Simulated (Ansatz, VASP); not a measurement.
## Os: VASP beside Ansatz

```
Os
1.0
     2.77511    0.00000    0.00000
    -1.38756    2.33228    0.00000
     0.00000    0.00000    4.31970
Os
2
Direct
  0.33333 0.66667 0.25000
  0.66667 0.33333 0.75000
```

Change from the starting cell: strain +0.0150 x Voigt [1, -1, 0, 0, 0, 0], atoms carried along.

Alike in both runs: task single point; functional PBE; k mesh 18 × 18 × 12; occupations gaussian, width 0.15 eV; no spin polarisation.

|  | VASP | Ansatz |
| --- | --- | --- |
| version | VASP 6.6.1 | Ansatz 0.2.0 |
| potentials or method | VASP PAW PBE potentials, release 64 (Os), cutoff 520 eV | scalar-relativistic, plane waves, PAW |
| valence electrons in the cell | 16 | 32 |

|  | VASP | Ansatz | Ansatz less VASP |
| --- | --- | --- | --- |
| gap on the k mesh at the Fermi level (eV) | none | none | - |
| pressure (GPa) | 9.1 | 9.1 | +0.02 |
| traceless stress, the component that is largest in VASP (GPa) | 8.17 | 8.18 | +0.011 |
| rms of the force components (eV/Å) | 0.047 | 0.050 | +0.0021 |

Atom by atom the forces differ by 0.002 eV/Å (rms over components). A gap of «none» marks a metal or a gap that the smearing closes. VASP's potentials hold 16 valence electrons a cell and Ansatz's 32, so a difference there can come from the potentials and not from the codes.

Neither program's run includes spin-orbit coupling.
